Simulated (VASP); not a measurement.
# Ge (Fd-3m) in VASP: single point with LDA

Aim: the single point of Ge with LDA.

All numbers are computed with VASP 6.6.1; they aren't measurements. Logs are shortened: lines on timing, memory, paths and dates and some standing lists are left out, and cuts for length are marked.

## 1. The cell of the first run

Symmetry: Fd-3m, No. 227, cubic system. The conventional cell has a = 5.622 Å, b = 5.622 Å, c = 5.622 Å, α = 90.00°, β = 90.00°, γ = 90.00°. Within 3.2 Å of Ge (site symmetry -43m) lie 4 Ge at 2.43 Å.

## 2. Single point, LDA

The input, INCAR:

```
SYSTEM = Ge
  PREC = Accurate
  ENCUT = 500
  EDIFF = 1E-6
  ISMEAR = 0
  SIGMA = 0.1
  LREAL = .False.
  LASPH = .True.
  NELM = 120
  ALGO = Normal
  ISIF = 2
  LWAVE = .False.
  LCHARG = .False.
  GGA = CA
  NBANDS = 21
  GGA_COMPAT = .False.
```

The input, KPOINTS:

```
Automatic mesh
0
Gamma
  12 12 12
  0 0 0
```

The input, POSCAR:

```
Ge
1.0
    0.0000000000      2.8107739343      2.8107739343
    2.8107739343      0.0000000000      2.8107739343
    2.8107739343      2.8107739343      0.0000000000
Ge
2
Direct
    0.0000000000      0.0000000000      0.0000000000
    0.2500000000      0.2500000000      0.2500000000
```

Potentials or basis: VASP PAW LDA potentials, release 64 (Ge_d).

Launch:

```
> cat potpaw_LDA.64/Ge_d/POTCAR > POTCAR
> mpirun -np 1 vasp_std > vasp.out
```

OUTCAR:

```text
SYSTEM = Ge
   PREC = Accurate
   ENCUT = 500
   EDIFF = 1E-6
   ISMEAR = 0
   LREAL = .False.
   LASPH = .True.
   NELM = 120
   ISIF = 2
   GGA = CA

 ion  position               nearest neighbor table
   1  0.000  0.000  0.000-   2 2.43   2 2.43   2 2.43   2 2.43
   2  0.250  0.250  0.250-   1 2.43   1 2.43   1 2.43   1 2.43

  LATTYP: Found a face centered cubic cell.
 ALAT       =     5.6215478686

  Lattice vectors:

 A1 = (   0.0000000000,   2.8107739343,   2.8107739343)
 A2 = (   2.8107739343,   0.0000000000,   2.8107739343)
 A3 = (   2.8107739343,   2.8107739343,   0.0000000000)

Analysis of symmetry for initial positions (statically):
=====================================================================
 Subroutine PRICEL returns:
 Original cell was already a primitive cell.

 Routine SETGRP: Setting up the symmetry group for a
 face centered cubic supercell.

 Subroutine GETGRP returns: Found 48 space group operations
 (whereof 24 operations were pure point group operations)
 out of a pool of 48 trial point group operations.

The static configuration has the point symmetry T_d .
 The point group associated with its full space group is O_h .

Analysis of symmetry for dynamics (positions and initial velocities):
=====================================================================
 Subroutine PRICEL returns:
 Original cell was already a primitive cell.

 Routine SETGRP: Setting up the symmetry group for a
 face centered cubic supercell.

 Subroutine GETGRP returns: Found 48 space group operations
 (whereof 24 operations were pure point group operations)
 out of a pool of 48 trial point group operations.

The dynamic configuration has the point symmetry T_d .
 The point group associated with its full space group is O_h .

 Subroutine INISYM returns: Found 48 space group operations
 (whereof 24 operations are pure point group operations),
 and found     1 'primitive' translations

----------------------------------------------------------------------------------------

                                     Primitive cell

  volume of cell :      44.4128

  direct lattice vectors                    reciprocal lattice vectors
     0.000000000  2.810773934  2.810773934    -0.177886949  0.177886949  0.177886949
     2.810773934  0.000000000  2.810773934     0.177886949 -0.177886949  0.177886949
     2.810773934  2.810773934  0.000000000     0.177886949  0.177886949 -0.177886949

  length of vectors
     3.975034619  3.975034619  3.975034619     0.308109234  0.308109234  0.308109234

  position of ions in fractional coordinates (direct lattice)
     0.000000000  0.000000000  0.000000000
     0.250000000  0.250000000  0.250000000

  ion indices of the primitive-cell ions
   primitive index   ion index
                 1           1
                 2           2

----------------------------------------------------------------------------------------

 KPOINTS: Automatic mesh

Automatic generation of k-mesh.
 Grid dimensions read from file:
 generate k-points for:   12   12   12

 Generating k-lattice:

  Cartesian coordinates                     Fractional coordinates (reciprocal lattice)
    -0.014823912  0.014823912  0.014823912     0.083333333  0.000000000  0.000000000
     0.014823912 -0.014823912  0.014823912     0.000000000  0.083333333  0.000000000
     0.014823912  0.014823912 -0.014823912     0.000000000  0.000000000  0.083333333

  Length of vectors
     0.025675769  0.025675769  0.025675769

  Shift w.r.t. Gamma in fractional coordinates (k-lattice)
     0.000000000  0.000000000  0.000000000

 Subroutine IBZKPT returns following result:
 ===========================================

 Found     72 irreducible k-points:

 Following reciprocal coordinates:
            Coordinates               Weight
  0.000000  0.000000  0.000000      1.000000
  0.083333  0.000000  0.000000      8.000000
  0.166667  0.000000  0.000000      8.000000
  0.250000  0.000000  0.000000      8.000000
  0.333333  0.000000  0.000000      8.000000
  0.416667  0.000000  0.000000      8.000000
[... 16 lines left out ...]
  0.500000  0.166667  0.000000     24.000000
 -0.416667  0.166667  0.000000     24.000000
 [... further k-points ...]
   k-points           NKPTS =     72   k-points in BZ     NKDIM =     72   number of bands    NBANDS=     21
   number of dos      NEDOS =    301   number of ions     NIONS =      2
   total plane-waves  NPLWV =  27000
   dimension x,y,z NGX =    30 NGY =   30 NGZ =   30
   dimension x,y,z NGXF=    60 NGYF=   60 NGZF=   60
   ions per type =               2
   NGX,Y,Z   is equivalent  to a cutoff of  12.55, 12.55, 12.55 a.u.
   NGXF,Y,Z  is equivalent  to a cutoff of  25.09, 25.09, 25.09 a.u.
 SYSTEM =  Ge
   PREC   = accura    normal or accurate (medium, high low for compatibility)
   ISTART =      0    job   : 0-new  1-cont  2-samecut
   ICHARG =      2    charge: 1-file 2-atom 10-const
   ISPIN  =      1    spin polarized calculation?
   LNONCOLLINEAR =      F non collinear calculations
   LSORBIT =      F    spin-orbit coupling
   LASPH  =      T    aspherical Exc in radial PAW
   ENCUT  =  500.0 eV  36.75 Ry    6.06 a.u.   7.25  7.25  7.25*2*pi/ulx,y,z
   NELM   =    120;   NELMIN=  2; NELMDL= -5     # of ELM steps
   EDIFF  = 0.1E-05   stopping-criterion for ELM
   LREAL  =      F    real-space projection
   EDIFFG = 0.1E-04   stopping-criterion for IOM
   NSW    =      0    number of steps for IOM
   IBRION =     -1    ionic relax: 0-MD 1-quasi-New 2-CG
   NFREE  =      0    steps in history (QN), initial steepest desc. (CG)
   ISIF   =      2    stress and relaxation
   ISYM   =      2    0-nonsym 1-usesym 2-fastsym
   POTIM  = 0.5000    time-step for ionic-motion
   TEBEG  =    0.0;   TEEND  =   0.0 temperature during run
   PSTRESS=    0.0 pullay stress
   NELECT =      28.0000    total number of electrons
   NUPDOWN=      -1.0000    fix difference up-down
   EMIN   =  10.00;   EMAX   =-10.00  energy-range for DOS
   EFERMI =   0.00;   METHOD = LEGACY
   ISMEAR =     0;   SIGMA  =   0.10  broadening in eV -4-tet -1-fermi 0-gaus
   EFERMI_NEDOS =   21; number of points for ismear=-14 and -15
   IALGO  =     38    algorithm
   IMIX   =      4    mixing-type and parameters
     AMIX     =   0.40;   BMIX     =  1.00
     AMIX_MAG =   1.60;   BMIX_MAG =  1.00
  volume/ion in A,a.u.               =      22.21       149.86
  Fermi-wavevector in a.u.,A,eV,Ry     =   1.403756  2.652714 26.810697  1.970531
  Thomas-Fermi vector in A             =   2.526386
   LORBIT       =      0    0 simple, 1 ext, 2 COOP (PROOUT), +10 PAW based schemes
   GGA     = CA    functional components
   LHFCALC =     F    Hartree Fock is set to
   AEXX    =    0.0000 exact exchange contribution
   IVDW    =     0    specifies the selected vdW correction
   LEPSILON=     F    determine dielectric tensor
   LRPA    =     F    only Hartree local field effects (RPA)
 non-spin polarized calculation
 Gauss-broadening in eV      SIGMA  =   0.10
  energy-cutoff  :      500.00
  volume of cell :       44.41
 maximum number of plane-waves:      1158
 NGX is ok and might be reduce to    30
   NGX = 15   NGY = 15   NGZ = 15

 number of electron      28.0000032 magnetization

 Free energy of the ion-electron system (eV)
  ---------------------------------------------------
  ext. energy  EPLUGINS =         0.00000000
  ---------------------------------------------------
  free energy    TOTEN  =       -10.39085754 eV

  energy without entropy =      -10.39063992  energy(sigma->0) =      -10.39074873

 E-fermi :   4.9463     XC(G=0): -10.3796

 val. band max:        4.9459969757   @ k =   0.0000   0.0000   0.0000
 cond. band min:       5.0386926437   @ k =   0.5000   0.0000   0.0000
 fundamental gap:      0.0926956680
 Fermi energy:         4.9462989990

 k-point     1 :       0.0000    0.0000    0.0000
  band No.  band energies     occupation
      1     -20.0551      2.00000
      2     -20.0551      2.00000
      3     -20.0551      2.00000
      4     -20.0168      2.00000
      5     -20.0168      2.00000
      6     -19.7955      2.00000
[... 13 lines left out ...]
     20      14.5162      0.00000
     21      14.5162      0.00000

 k-point     2 :       0.0833    0.0000    0.0000
  band No.  band energies     occupation
      1     -20.0596      2.00000
      2     -20.0596      2.00000
      3     -20.0539      2.00000
      4     -20.0107      2.00000
      5     -20.0107      2.00000
      6     -19.8024      2.00000
[... 13 lines left out ...]
     20      13.8879      0.00000
     21      13.8879      0.00000

 k-point     3 :       0.1667    0.0000    0.0000
  band No.  band energies     occupation
      1     -20.0676      2.00000
      2     -20.0676      2.00000
      3     -20.0506      2.00000
      4     -19.9985      2.00000
      5     -19.9985      2.00000
      6     -19.8130      2.00000
[... 13 lines left out ...]
     20      13.3023      0.00000
     21      13.3023      0.00000

 k-point     4 :       0.2500    0.0000    0.0000
  band No.  band energies     occupation
      1     -20.0742      2.00000
      2     -20.0742      2.00000
      3     -20.0460      2.00000
      4     -19.9867      2.00000
      5     -19.9867      2.00000
      6     -19.8220      2.00000
[... 13 lines left out ...]
     20      13.2796      0.00000
     21      13.2796      0.00000

 k-point     5 :       0.3333    0.0000    0.0000
  band No.  band energies     occupation
      1     -20.0782      2.00000
      2     -20.0782      2.00000
      3     -20.0414      2.00000
      4     -19.9784      2.00000
      5     -19.9784      2.00000
      6     -19.8278      2.00000
[... 13 lines left out ...]
     20      13.9338      0.00000
     21      13.9338      0.00000
[... 382 lines left out ...]
     20      14.5772      0.00000
     21      15.2845      0.00000

 k-point    22 :       0.4167    0.1667    0.0000
  band No.  band energies     occupation
      1     -20.0940      2.00000
      2     -20.0806      2.00000
      3     -20.0306      2.00000
      4     -19.9679      2.00000
      5     -19.9461      2.00000
      6     -19.8774      2.00000
[... 13 lines left out ...]
     20      15.1773      0.00000
     21      16.1654      0.00000

 k-point    23 :       0.5000    0.1667    0.0000
  band No.  band energies     occupation
      1     -20.0982      2.00000
      2     -20.0844      2.00000
      3     -20.0192      2.00000
      4     -19.9586      2.00000
      5     -19.9499      2.00000
      6     -19.8700      2.00000
[... 13 lines left out ...]
     20      15.9397      0.00000
     21      16.2210      0.00000

 k-point    24 :      -0.4167    0.1667    0.0000
  band No.  band energies     occupation
      1     -20.0984      2.00000
      2     -20.0870      2.00000
      3     -20.0132      2.00000
      4     -19.9597      2.00000
      5     -19.9519      2.00000
      6     -19.8558      2.00000
[... 13 lines left out ...]
     20      14.6466      0.00000
     21      15.2288      0.00000

 [... further k-points ...]
[... 5 lines left out ...]
  --------------------------------------------------------------------------------------
  -------------------------------------------------------------------------------------
  Total        0.0428542      0.0428542      0.0428542      0.0000000      0.0000000     -0.0000000
  in kB        1.5459511      1.5459511      1.5459511      0.0000000      0.0000000     -0.0000000
  external PRESSURE =       1.5459511 kB  Pullay stress =       0.0000000 kB

 VOLUME and BASIS-vectors are now :
 -----------------------------------------------------------------------------
  energy-cutoff  :      500.00
  volume of cell :       44.41
      direct lattice vectors                 reciprocal lattice vectors
     0.000000000  2.810773934  2.810773934    -0.177886949  0.177886949  0.177886949
     2.810773934  0.000000000  2.810773934     0.177886949 -0.177886949  0.177886949
     2.810773934  2.810773934  0.000000000     0.177886949  0.177886949 -0.177886949

 POSITION                                       TOTAL-FORCE (eV/Angst)
 -----------------------------------------------------------------------------------
      0.00000      0.00000      0.00000        -0.000000     -0.000000     -0.000000
      1.40539      1.40539      1.40539         0.000000      0.000000      0.000000
 -----------------------------------------------------------------------------------
    total drift:                                0.000000      0.000000      0.000000

  FREE ENERGIE OF THE ION-ELECTRON SYSTEM (eV)
  ---------------------------------------------------
  free  energy   TOTEN  =       -10.3908575356 eV

  energy  without entropy=      -10.3906399157  energy(sigma->0) =      -10.39074873
```

Wall time 60 s (1 thread of AMD EPYC 7R13, shared host); peak memory 0.15 GiB.

What came out:

```yaml
Free_energy: -10.3909 eV
Pressure: 0.2 GPa
```

Levels at points of the mesh, in eV from the Fermi level:
| k point | band 11 | band 12 | band 13 | band 14 | band 15 | band 16 | band 17 | band 18 |
| --- | --- | --- | --- | --- | --- | --- | --- | --- |
| (0.00, 0.00, 0.00) | -12.98 | -0.03 | -0.03 | -0.03 | 0.00 | 2.50 | 2.50 | 2.50 |
| (0.50, 0.00, 0.00) | -10.85 | -7.76 | -1.47 | -1.47 | 0.09 | 3.70 | 3.70 | 6.95 |
| (0.50, 0.50, 0.00) | -9.03 | -9.03 | -3.18 | -3.18 | 0.61 | 0.61 | 9.54 | 9.54 |
